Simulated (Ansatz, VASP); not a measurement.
**Two plane-wave programs on Te2Mo**

```
Te Mo
1.0
     3.46655    0.00000    0.00000
    -1.73327    3.00212    0.00000
     0.00000    0.00000   17.51981
Te Mo
2 1
Direct
  0.33333 0.66667 0.89753
  0.33333 0.66667 0.10247
  0.00000 0.00000 0.00000
```

Alike in both runs: functional LDA; k mesh 12 × 12 × 2; occupations gaussian, width 0.02 eV; no spin polarisation.

Ansatz relaxed the structure, and its values are those at the end. VASP's run is a single point on that final structure, the one shown.

```csv
,VASP,Ansatz
version,VASP 6.6.1,Ansatz 0.2.0
potentials or method,"VASP PAW LDA potentials, release 64 (Te, Mo_sv), cutoff 520 eV","scalar-relativistic, plane waves, PAW"
valence electrons in the cell,26,46
```

Ansatz gave:

- gap on the k mesh at the Fermi level (eV): 1.24
- least direct gap on the mesh (eV): 1.24
- rms of the force components (eV/Å): 0.002

What did VASP give for the same quantities?

gap on the k mesh at the Fermi level (eV): 1.24; least direct gap on the mesh (eV): 1.24; rms of the force components (eV/Å): 0.025.

LDA's correlation is that of Perdew and Zunger in VASP and of Perdew and Wang (1992) in Ansatz. VASP's potentials hold 26 valence electrons a cell and Ansatz's 46, so a difference there can come from the potentials and not from the codes.

Spin-orbit coupling is off throughout.
